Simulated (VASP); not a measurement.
# Ti (P6/mmm) in VASP: notebook

The runs below take Ti through relaxation of cell and atoms, with PBE.

Program: VASP 6.6.1. These are calculated values, not measurements. Logs are shortened: lines on timing, memory, paths and dates and some standing lists are left out, and cuts for length are marked.

### Step 1. The cell of the first run

It takes space group P6/mmm (No. 191, hexagonal). Conventional cell: a = 4.087 Å, b = 4.087 Å, c = 2.534 Å, α = 90.00°, β = 90.00°, γ = 120.00°. Within 3.3 Å of Ti (site symmetry 6/mmm) lie 14 Ti at 2.53 to 2.68 Å. Within 3.1 Å of Ti (site symmetry -6m2) lie 11 Ti at 2.36 to 2.68 Å.

This isn't the form of Ti at room conditions, which is hcp.

### Step 2. Relaxation of cell and atoms, PBE, target pressure 68 GPa, at which the enthalpy is minimised

INCAR reads:

```
SYSTEM = Ti
PREC = Accurate ; ENCUT = 600
EDIFF = 1E-6 ; ISMEAR = -1
SIGMA = 0.1 ; LREAL = .False.
LASPH = .True. ; NELM = 60
ALGO = Normal ; ISIF = 3
LWAVE = .False. ; LCHARG = .False.
GGA = PE ; IBRION = 2
NSW = 60 ; EDIFFG = -0.005
PSTRESS = 680.0
```

KPOINTS reads:

```
Automatic mesh
0
Gamma
  9 9 12
  0 0 0
```

POSCAR reads:

```
Ti
1.0
    4.0865829722      0.0000000000      0.0000000000
   -2.0432914861      3.5390846686      0.0000000000
    0.0000000000      0.0000000000      2.5336814428
Ti
3
Direct
    0.0000000000      0.0000000000      0.0000000000
    0.3333333333      0.6666666667      0.5000000000
    0.6666666667      0.3333333333      0.5000000000
```

Potentials or basis: VASP PAW PBE potentials, release 64 (Ti_sv).

The run is started by

```bash
$ cat potpaw_PBE.64/Ti_sv/POTCAR > POTCAR
$ mpirun -np 1 vasp_std > vasp.out
```

OUTCAR:

```text
SYSTEM = Ti
   PREC = Accurate
   ENCUT = 600
   EDIFF = 1E-6
   ISMEAR = -1
   LREAL = .False.
   LASPH = .True.
   NELM = 60
   ISIF = 3
   GGA = PE
   IBRION = 2
   NSW = 60
   EDIFFG = -0.005
   PSTRESS = 680.0

 ion  position               nearest neighbor table
   1  0.000  0.000  0.000-   2 2.68   3 2.68   2 2.68   3 2.68   3 2.68   3 2.68   2 2.68   2 2.68
                             3 2.68   3 2.68   2 2.68   2 2.68
   2  0.333  0.667  0.500-   3 2.36   3 2.36   3 2.36   1 2.68   1 2.68   1 2.68   1 2.68   1 2.68
                             1 2.68
   3  0.667  0.333  0.500-   2 2.36   2 2.36   2 2.36   1 2.68   1 2.68   1 2.68   1 2.68   1 2.68
                             1 2.68

  LATTYP: Found a hexagonal cell.
 ALAT       =     4.0865829722
 C/A-ratio  =     0.6200000000

  Lattice vectors:

 A1 = (   4.0865829722,   0.0000000000,   0.0000000000)
 A2 = (  -2.0432914861,   3.5390846686,   0.0000000000)
 A3 = (   0.0000000000,   0.0000000000,   2.5336814428)

Analysis of symmetry for initial positions (statically):
=====================================================================
 Subroutine PRICEL returns:
 Original cell was already a primitive cell.

 Routine SETGRP: Setting up the symmetry group for a
 hexagonal supercell.

 Subroutine GETGRP returns: Found 24 space group operations
 (whereof 24 operations were pure point group operations)
 out of a pool of 24 trial point group operations.

The static configuration has the point symmetry D_6h.

Analysis of symmetry for dynamics (positions and initial velocities):
=====================================================================
 Subroutine PRICEL returns:
 Original cell was already a primitive cell.

 Routine SETGRP: Setting up the symmetry group for a
 hexagonal supercell.

 Subroutine GETGRP returns: Found 24 space group operations
 (whereof 24 operations were pure point group operations)
 out of a pool of 24 trial point group operations.

The dynamic configuration has the point symmetry D_6h.

 Subroutine INISYM returns: Found 24 space group operations
 (whereof 24 operations are pure point group operations),
 and found     1 'primitive' translations

----------------------------------------------------------------------------------------

                                     Primitive cell

  volume of cell :      36.6440

  direct lattice vectors                    reciprocal lattice vectors
     4.086582972  0.000000000  0.000000000     0.244703217  0.141279468  0.000000000
    -2.043291486  3.539084669  0.000000000     0.000000000  0.282558936  0.000000000
     0.000000000  0.000000000  2.533681443     0.000000000  0.000000000  0.394682608

  length of vectors
     4.086582972  4.086582972  2.533681443     0.282558936  0.282558936  0.394682608

  position of ions in fractional coordinates (direct lattice)
     0.000000000  0.000000000  0.000000000
     0.333333333  0.666666667  0.500000000
     0.666666667  0.333333333  0.500000000

  ion indices of the primitive-cell ions
   primitive index   ion index
                 1           1
                 2           2
                 3           3

----------------------------------------------------------------------------------------

 KPOINTS: Automatic mesh

Automatic generation of k-mesh.
 Grid dimensions read from file:
 generate k-points for:    9    9   12

 Generating k-lattice:

  Cartesian coordinates                     Fractional coordinates (reciprocal lattice)
     0.027189246  0.015697719  0.000000000     0.111111111 -0.000000000  0.000000000
     0.000000000  0.031395437  0.000000000     0.000000000  0.111111111  0.000000000
     0.000000000  0.000000000  0.032890217     0.000000000  0.000000000  0.083333333

  Length of vectors
     0.031395437  0.031395437  0.032890217

  Shift w.r.t. Gamma in fractional coordinates (k-lattice)
     0.000000000  0.000000000  0.000000000

 Subroutine IBZKPT returns following result:
 ===========================================

 Found     84 irreducible k-points:

 Following reciprocal coordinates:
            Coordinates               Weight
  0.000000  0.000000  0.000000      1.000000
  0.111111  0.000000  0.000000      6.000000
  0.222222  0.000000  0.000000      6.000000
  0.333333 -0.000000  0.000000      6.000000
  0.444444  0.000000  0.000000      6.000000
  0.111111  0.111111  0.000000      6.000000
[... 16 lines left out ...]
  0.333333  0.222222  0.083333     24.000000
  0.333333  0.333333  0.083333      4.000000
 [... further k-points ...]
   k-points           NKPTS =     84   k-points in BZ     NKDIM =     84   number of bands    NBANDS=     22
   number of dos      NEDOS =    301   number of ions     NIONS =      3
   total plane-waves  NPLWV =  25920
   dimension x,y,z NGX =    36 NGY =   36 NGZ =   20
   dimension x,y,z NGXF=    72 NGYF=   72 NGZF=   40
   ions per type =               3
   NGX,Y,Z   is equivalent  to a cutoff of  14.65, 14.65, 13.12 a.u.
   NGXF,Y,Z  is equivalent  to a cutoff of  29.29, 29.29, 26.25 a.u.
 SYSTEM =  Ti
   PREC   = accura    normal or accurate (medium, high low for compatibility)
   ISTART =      0    job   : 0-new  1-cont  2-samecut
   ICHARG =      2    charge: 1-file 2-atom 10-const
   ISPIN  =      1    spin polarized calculation?
   LNONCOLLINEAR =      F non collinear calculations
   LSORBIT =      F    spin-orbit coupling
   LASPH  =      T    aspherical Exc in radial PAW
   ENCUT  =  600.0 eV  44.10 Ry    6.64 a.u.   8.16  8.16  5.06*2*pi/ulx,y,z
   NELM   =     60;   NELMIN=  2; NELMDL= -5     # of ELM steps
   EDIFF  = 0.1E-05   stopping-criterion for ELM
   LREAL  =      F    real-space projection
   EDIFFG = -.5E-02   stopping-criterion for IOM
   NSW    =     60    number of steps for IOM
   IBRION =      2    ionic relax: 0-MD 1-quasi-New 2-CG
   NFREE  =      1    steps in history (QN), initial steepest desc. (CG)
   ISIF   =      3    stress and relaxation
   ISYM   =      2    0-nonsym 1-usesym 2-fastsym
   POTIM  = 0.5000    time-step for ionic-motion
   TEBEG  =    0.0;   TEEND  =   0.0 temperature during run
   PSTRESS=  680.0 pullay stress
   NELECT =      36.0000    total number of electrons
   NUPDOWN=      -1.0000    fix difference up-down
   EMIN   =  10.00;   EMAX   =-10.00  energy-range for DOS
   EFERMI =   0.00;   METHOD = LEGACY
   ISMEAR =    -1;   SIGMA  =   0.10  broadening in eV -4-tet -1-fermi 0-gaus
   EFERMI_NEDOS =   21; number of points for ismear=-14 and -15
   IALGO  =     38    algorithm
   IMIX   =      4    mixing-type and parameters
     AMIX     =   0.40;   BMIX     =  1.00
     AMIX_MAG =   1.60;   BMIX_MAG =  1.00
  volume/ion in A,a.u.               =      12.21        82.43
  Fermi-wavevector in a.u.,A,eV,Ry     =   1.627451  3.075436 36.036344  2.648597
  Thomas-Fermi vector in A             =   2.720244
   LORBIT       =      0    0 simple, 1 ext, 2 COOP (PROOUT), +10 PAW based schemes
   GGA     = PE    functional components
   LHFCALC =     F    Hartree Fock is set to
   AEXX    =    0.0000 exact exchange contribution
   IVDW    =     0    specifies the selected vdW correction
   LEPSILON=     F    determine dielectric tensor
   LRPA    =     F    only Hartree local field effects (RPA)
 conjugate gradient relaxation of ions
 non-spin polarized calculation
  energy-cutoff  :      600.00
  volume of cell :       36.64
 maximum number of plane-waves:      1258
 NGX is ok and might be reduce to    36
   NGX = 17   NGY = 17   NGZ = 11

--------------------------------------- Ionic step        1  -------------------------------------------

 number of electron      36.0000006 magnetization

 Free energy of the ion-electron system (eV)
  ---------------------------------------------------
  ext. energy  EPLUGINS =         0.00000000
  ---------------------------------------------------
  free energy    TOTEN  =       -21.16194576 eV

  energy without entropy =      -21.08243467  energy(sigma->0) =      -21.12219022

------------------------ aborting loop because EDIFF is reached ----------------------------------------

  FORCE on cell =-STRESS in cart. coord.  units (eV):
  Direction    XX          YY          ZZ          XY          YZ          ZX
  --------------------------------------------------------------------------------------
  -------------------------------------------------------------------------------------
  Total       15.1214833     15.1214833     15.7851655      0.0000000      0.0000000     -0.0000000
  in kB      661.1525718    661.1525718    690.1705706      0.0000000      0.0000000     -0.0000000
  external PRESSURE =      -9.1747619 kB  Pullay stress =     680.0000000 kB
[... 141 lines left out ...]
  enthalpy is  TOTEN    =        -5.6113890823 eV   P V=       15.5389082439

--------------------------------------- Ionic step        5  -------------------------------------------

 number of electron      36.0000009 magnetization

 Free energy of the ion-electron system (eV)
  ---------------------------------------------------
  ext. energy  EPLUGINS =         0.00000000
  ---------------------------------------------------
  free energy    TOTEN  =       -21.11516613 eV

  energy without entropy =      -21.03738400  energy(sigma->0) =      -21.07627507

 E-fermi :  12.4916     XC(G=0): -13.2834

 val. band max:       12.4862291804   @ k =   0.3333   0.1111   0.0000
 cond. band min:      12.4964078706   @ k =   0.4444   0.0000   0.0000
 fundamental gap:      0.0101786902
 Fermi energy:        12.4916168415

 k-point     1 :       0.0000    0.0000    0.0000
  band No.  band energies     occupation
      1     -43.9358      2.00000
      2     -43.4634      2.00000
      3     -43.1232      2.00000
      4     -20.5368      2.00000
      5     -20.5368      2.00000
      6     -20.3018      2.00000
[... 574 lines left out ...]
      6     -20.4446      2.00000
[... 14 lines left out ...]
     21      13.3972      0.00023
     22      14.2715      0.00000

 [... further k-points ...]
[... 5 lines left out ...]
  --------------------------------------------------------------------------------------
  -------------------------------------------------------------------------------------
  Total       15.4952859     15.4952859     15.4984592      0.0000000      0.0000000      0.0000000
  in kB      679.6463179    679.6463179    679.7855012      0.0000000      0.0000000      0.0000000
  external PRESSURE =      -0.3072876 kB  Pullay stress =     680.0000000 kB
[... 18 lines left out ...]
  FREE ENERGIE OF THE ION-ELECTRON SYSTEM (eV)
  ---------------------------------------------------
  free  energy   TOTEN  =       -21.1151661266 eV

  energy  without entropy=      -21.0373840044  energy(sigma->0) =      -21.07627507

  enthalpy is  TOTEN    =        -5.6118166055 eV   P V=       15.5033495211

 reached required accuracy - stopping structural energy minimisation
```

Run time: 2 min. Hardware: 1 thread of Intel Xeon 6975P-C (Granite Rapids), shared host; peak memory 0.21 GiB.

Results:

| Quantity | Value |
| --- | --- |
| Free energy | -21.1152 eV |
| Relaxed volume | 12.18 Å³/atom |
| Relaxed cell | a = 4.070 Å, b = 4.070 Å, c = 2.547 Å, α = 90.00°, β = 90.00°, γ = 120.00° |
| Space group after relaxing (to 0.1 Å) | P6/mmm (No. 191) |
| Energy change on relaxing (the run minimises the enthalpy) | +15.6 meV/atom |
| Ionic steps | 5 |
| Pressure after relaxing | 68.0 GPa |
| Band gap on the k mesh | zero (bands 18 and 19 overlap by 0.69 eV) |

The path:
```csv
step,energy change (eV),largest force (eV/Å),pressure (GPa),volume (Å³)
1,0.0000,0.0000,67.08,36.64
2,0.1568,0.0000,70.21,36.27
3,0.0854,0.0000,68.75,36.44
4,0.0116,0.0000,67.29,36.61
5,0.0468,0.0000,67.97,36.53
```

Final structure:
```
Ti
1.0
     4.06963    0.00000    0.00000
    -2.03482    3.52440    0.00000
     0.00000    0.00000    2.54675
Ti
3
Direct
  0.00000 0.00000 0.00000
  0.33333 0.66667 0.50000
  0.66667 0.33333 0.50000
```

Caveat: the cell is relaxed towards a set pressure, so the run minimises the enthalpy, not the energy.

### Step 3. Relaxation of cell and atoms, PBE, target pressure 68 GPa, at which the enthalpy is minimised

INCAR reads:

```
SYSTEM = Ti
PREC     = Accurate       ! precision mode
ENCUT    = 600            ! plane-wave cutoff, eV
EDIFF    = 1E-6           ! SCF threshold, eV
ISMEAR   = -1             ! smearing method
SIGMA    = 0.1            ! smearing width, eV
LREAL    = .FALSE.        ! projectors in reciprocal space
LASPH    = .TRUE.         ! aspherical terms in the spheres
NELM     = 100            ! most SCF steps
ALGO     = Normal         ! electronic algorithm
ISIF     = 3              ! what is computed and relaxed
LWAVE    = .FALSE.        ! write WAVECAR
LCHARG   = .FALSE.        ! write CHGCAR
GGA      = PE             ! functional
IBRION   = 2              ! ionic algorithm
NSW      = 32             ! ionic steps
EDIFFG   = -0.005         ! ionic threshold
PSTRESS  = 680.0
```

KPOINTS reads:

```
Automatic mesh
0
G
  9 9 12
  0 0 0
```

POSCAR reads:

```
Ti
1.0
    4.0729702050      0.0000000000      0.0000000000
   -2.0364851025      3.5272956664      0.0000000000
    0.0000000000      0.0000000000      2.5509530478
Ti
3
Direct
    0.0000000000      0.0000000000      0.0000000000
    0.3333333333      0.6666666667      0.5000000000
    0.6666666667      0.3333333333      0.5000000000
```

Potentials or basis: VASP PAW PBE potentials, release 64 (Ti_sv).

The run is started by

```bash
$ cat potpaw_PBE.64/Ti_sv/POTCAR > POTCAR
$ mpirun -np 1 vasp_std > vasp.out
```

It took 1.7 min on 1 thread of Intel Xeon 6975P-C (Granite Rapids), shared host; peak memory 0.21 GiB.

It converged, with:

- Free energy: -21.1160 eV
- Relaxed volume: 12.18 Å³/atom
- Relaxed cell: a = 4.070 Å, b = 4.070 Å, c = 2.547 Å, α = 90.00°, β = 90.00°, γ = 120.00°
- Space group after relaxing (to 0.1 Å): P6/mmm (No. 191)
- Energy change on relaxing (the run minimises the enthalpy): +16.6 meV/atom
- Ionic steps: 5
- Pressure after relaxing: 68.0 GPa
- Band gap on the k mesh: zero (bands 18 and 19 overlap by 0.69 eV)

The path:
```csv
step,energy change (eV),largest force (eV/Å),pressure (GPa),volume (Å³)
1,0.0000,0.0000,67.01,36.65
2,0.1717,0.0000,70.40,36.25
3,0.0513,0.0000,68.01,36.53
4,0.0503,0.0000,67.98,36.53
5,0.0498,0.0000,67.98,36.53
```

Final structure:
```
Ti
1.0
     4.06963    0.00000    0.00000
    -2.03482    3.52440    0.00000
     0.00000    0.00000    2.54689
Ti
3
Direct
  0.00000 0.00000 0.00000
  0.33333 0.66667 0.50000
  0.66667 0.33333 0.50000
```

Levels at points of the mesh, in eV from the Fermi level:
```csv
k point,band 15,band 16,band 17,band 18,band 19,band 20,band 21,band 22
"(0.00, 0.00, 0.00)",-0.61,-0.61,-0.52,-0.52,0.13,0.96,1.75,1.75
"(0.00, 0.00, 0.50)",-2.54,-2.54,-1.92,-1.35,1.42,1.42,1.91,1.91
```

Caveat: the cell is relaxed towards a set pressure, so the run minimises the enthalpy, not the energy.
